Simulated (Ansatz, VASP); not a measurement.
# One calculation of CaSe, two programs

```
Ca Se
1.0
     0.00000    3.27956    3.27956
     3.46978    0.00000    3.27956
     3.46978    3.27956    0.00000
Ca Se
1 1
Cartesian
  0.0000 0.0000 0.0000
  1.7349 1.6398 1.6398
```

Change from the starting cell: uniaxial_x strain +5.8%.

Alike in both runs: task single point; functional PBE; k mesh 6 × 6 × 6; occupations fermi-dirac, width 0.02 eV; no spin polarisation.

|  | VASP | Ansatz |
| --- | --- | --- |
| version | VASP 6.6.1 | Ansatz 0.2.0 |
| potentials or method | VASP PAW PBE potentials, release 64 (Ca_sv, Se) | plane waves, PAW |
| plane-wave cutoff (eV) | 520 | 420 |
| valence electrons in the cell | 16 | 26 |

```csv
,VASP,Ansatz,Ansatz less VASP
gap on the k mesh at the Fermi level (eV),2.94,2.94,+0.002
pressure (GPa),-1.3,-1.3,-0.08
"traceless stress, the component that is largest in VASP (GPa)",-0.36,-0.37,-0.007
```

VASP's potentials hold 16 valence electrons a cell and Ansatz's 26, so a difference there can come from the potentials and not from the codes.
